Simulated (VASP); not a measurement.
Wanted: the native input for a VASP 6.6.1 run.

| Quantity | Value |
| --- | --- |
| Task | single point |
| Functional | r2SCAN |
| Potentials or basis | VASP PAW PBE potentials, release 64 (Mg, Si) |
| Cutoff | 660 eV |
| k mesh | 6 × 6 × 6 |
| Occupations | gaussian, width 0.01 eV |
| Spin | no spin polarisation |
| Dipole correction | no |
| Further INCAR settings | ALGO = Normal; EDIFF = 1e-06; NBANDS = 11 |

Mg2Si:

```
CELL_PARAMETERS angstrom
0.00000 3.20035 3.20035
3.20035 0.00000 3.20035
3.20035 3.20035 0.00000
ATOMIC_POSITIONS crystal
Mg 0.25000 0.25000 0.25000
Mg 0.75000 0.75000 0.75000
Si 0.00000 0.00000 0.00000
```

The input as run:

POSCAR

```
Mg2Si
1.0
    0.0000000000      3.2003485363      3.2003485363
    3.2003485363      0.0000000000      3.2003485363
    3.2003485363      3.2003485363      0.0000000000
Mg Si
2 1
Direct
    0.2500000000      0.2500000000      0.2500000000
    0.7500000000      0.7500000000      0.7500000000
    0.0000000000      0.0000000000      0.0000000000
```

INCAR.step1

```
SYSTEM = Mg2Si
PREC = Accurate
ENCUT = 660
ISMEAR = 0
SIGMA = 0.01
LREAL = .False.
LASPH = .True.
NELM = 120
NBANDS = 11
GGA = PE
ALGO = Normal
EDIFF = 1E-5
LWAVE = .True.
LCHARG = .False.
GGA_COMPAT = .False.
```

INCAR.step2

```
SYSTEM = Mg2Si
PREC = Accurate
ENCUT = 660
EDIFF = 1E-6
ISMEAR = 0
SIGMA = 0.01
LREAL = .False.
LASPH = .True.
NELM = 120
ALGO = Normal
ISIF = 2
LWAVE = .False.
LCHARG = .False.
METAGGA = R2SCAN
LMIXTAU = .True.
NBANDS = 11
ISTART = 1
GGA_COMPAT = .False.
```

KPOINTS

```
Automatic mesh
0
Gamma
  6 6 6
  0 0 0
```

Potentials or basis: VASP PAW PBE potentials, release 64 (Mg, Si).

Command:

```console
$ cat potpaw_PBE.64/Mg/POTCAR potpaw_PBE.64/Si/POTCAR > POTCAR
$ cp INCAR.step1 INCAR
$ mpirun -np 1 vasp_std > vasp.out
$ cp INCAR.step2 INCAR
$ mpirun -np 1 vasp_std > vasp.out
```

It gave:

| Item | Value |
| --- | --- |
| Pressure | -1.9 GPa |
| Band gap on the k mesh | 0.48 eV (least direct gap 2.31 eV) |

Caveat: semilocal functionals underestimate gaps, and a narrow one can read as zero; the PAW data sets were made with another functional, which shifts forces and pressure a little.

It took 2.2 min on 1 thread of Intel Xeon 8259CL (shared host), peak memory 0.26 GiB.
